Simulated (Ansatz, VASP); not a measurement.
Ti2Cd: VASP beside Ansatz

File INCAR:

```
PREC = Accurate
ENCUT = 520
EDIFF = 1E-6
ISMEAR = -1
SIGMA = 0.08
LREAL = False
LASPH = True
NELM = 60
ALGO = Normal
ISIF = 2
LWAVE = False
LCHARG = False
GGA = CA
NBANDS = 25
```

The input KPOINTS:

```
Automatic mesh
0
Gamma
  16 16 16
```

File POSCAR:

```
Ti2Cd
1.0
   -1.4419870314      1.4419870314      6.7544383812
    1.4419870314     -1.4419870314      6.7544383812
    1.4419870314      1.4419870314     -6.7544383812
Ti Cd
2 1
Direct
    0.3240000000      0.3240000000      0.0000000000
    0.6760000000      0.6760000000      0.0000000000
    0.0000000000      0.0000000000      0.0000000000
```

Input for Ansatz:

```yaml
crystal:
  lattice:
    - [-1.4419870314, 1.4419870314, 6.7544383812]
    - [1.4419870314, -1.4419870314, 6.7544383812]
    - [1.4419870314, 1.4419870314, -6.7544383812]
  atoms:
    - { symbol: Ti, position: [0.324, 0.324, 0.0] }
    - { symbol: Ti, position: [0.676, 0.676, 0.0] }
    - { symbol: Cd, position: [0.0, 0.0, 0.0] }
kpoints:
  mp_grid: { grid: [16, 16, 16] }
  band_path:
    path:
      - [0.0, 0.0, 0.0]
      - [0.0, 0.0, 0.5]
      - [0.25, 0.25, 0.25]
      - [0.0, 0.5, 0.0]
      - [0.0, 0.0, 0.0]
      - [0.5, 0.5, -0.5]
      - [0.2613942103, 0.7386057897, -0.2613942103]
      - [-0.2613942103, 0.2613942103, 0.2613942103]
      - [0.0, 0.0, 0.0]
    npoints: 5
scf:
  occupations: { method: fermi_dirac, width: 0.08 }
hamiltonian:
  xc: lda
  pseudopotentials: { kind: all_electron, lapw: { basis_error: 0.001 } }
output:
  forces: true
  stress: true
  eigenvalues: true
```

Change from the starting cell: volume scaled by 1.02.

Alike in both runs: task single point; functional LDA; k mesh 16 × 16 × 16; occupations fermi-dirac, width 0.08 eV; no spin polarisation.

|  | VASP | Ansatz |
| --- | --- | --- |
| version | VASP 6.6.1 | Ansatz 0.2.0 |
| potentials or method | VASP PAW LDA potentials, release 64 (Ti_sv, Cd), cutoff 520 eV | all-electron LAPW, scalar-relativistic |

VASP gave:

| Item | Value |
| --- | --- |
| pressure (GPa) | -9.4 |
| traceless stress, the component that is largest in VASP (GPa) | 0.08 |
| rms of the force components (eV/Å) | 0.154 |

What did Ansatz give for the same quantities?

Pressure (GPa): -9.7; traceless stress, the component that is largest in VASP (GPa): 0.09; rms of the force components (eV/Å): 0.146.

LDA's correlation is that of Perdew and Zunger in VASP and of Perdew and Wang (1992) in Ansatz. Atom by atom the forces differ by 0.008 eV/Å (rms over components). Ansatz ran all-electron here, and VASP with PAW potentials.
